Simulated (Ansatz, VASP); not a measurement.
# Two plane-wave programs on Zr2Ta3O2

```
Zr Ta O
1.0
    -2.66390    2.66390    4.16313
     2.66390   -2.66390    4.16313
     2.66390    2.66390   -4.16313
Zr Ta O
2 3 2
Direct
  0.82903 0.82903 0.00000
  0.17097 0.17097 0.00000
  0.75000 0.25000 0.50000
  0.25000 0.75000 0.50000
  0.50000 0.50000 0.00000
  0.50000 0.00000 0.50000
  0.00000 0.50000 0.50000
```

Alike in both runs: functional PBE; k mesh 4 × 4 × 4; occupations gaussian, width 0.2 eV; no spin polarisation.

Ansatz relaxed the structure, and its values are those at the end. VASP's run is a single point on that final structure, the one shown.

```csv
,VASP,Ansatz
version,VASP 6.6.1,Ansatz 0.2.0
potentials or method,"VASP PAW PBE potentials, release 64 (Zr_sv, Ta_pv, O), cutoff 600 eV","scalar-relativistic, plane waves, PAW"
valence electrons in the cell,69,75
```

Ansatz gave:

| Quantity | Value |
| --- | --- |
| gap on the k mesh at the Fermi level (eV) | none |
| pressure (GPa) | 0.0 |

Task: Which values does VASP return?

Result: gap on the k mesh at the Fermi level (eV): none; pressure (GPa): 0.1.

A gap of «none» marks a metal or a gap that the smearing closes. The functional is the same, so the differences come from potentials, cutoffs and numerics. VASP's potentials hold 69 valence electrons a cell and Ansatz's 75, so a difference there can come from the potentials and not from the codes.

The k mesh is coarse, so the values compare programs but aren't converged. Neither program's run includes spin-orbit coupling.
